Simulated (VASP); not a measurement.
A run of VASP 6.6.1 is set up as follows.

Contents of INCAR:

```
  PREC = Accurate
  ENCUT = 520
  EDIFF = 1E-7
  ISMEAR = 0
  SIGMA = 0.1
  LREAL = False
  LASPH = True
  NELM = 150
  ALGO = Normal
  ISIF = 2
  LWAVE = False
  LCHARG = True
  ISPIN = 2
  MAGMOM = 0 0 2
  LORBIT = 11
  LMAXMIX = 4
  GGA = PE
  LELF = True
  LVHAR = True
  NBANDS = 25
```

File KPOINTS:

```
Automatic mesh
0
Gamma
  6 6 4
```

Contents of POSCAR:

```
Rb2Ni
1.0
    4.1677590660      0.0000000000      0.0000000000
    0.0000000000      4.1677590660      0.0000000000
    0.0000000000      0.0000000000      8.8065124401
Rb Ni
2 1
Direct
    0.0000000000      0.0000000000      0.7831524691
    0.0000000000      0.0000000000      0.2168475309
    0.5000000000      0.5000000000      0.0000000000
```

Potentials or basis: VASP PAW PBE potentials, release 64 (Rb_sv, Ni).

The run is started by

```bash
$ cat potpaw_PBE.64/Rb_sv/POTCAR potpaw_PBE.64/Ni/POTCAR > POTCAR
$ mpirun -np 1 vasp_std > vasp.out
```

(1) Predict the pressure.

(2) Predict the site moments.

(3) Estimate the net moment.

Results:

(1) 0.0 GPa.

(2) Rb -0.01; Ni +0.61 μB.

(3) 0.44 μB per cell.
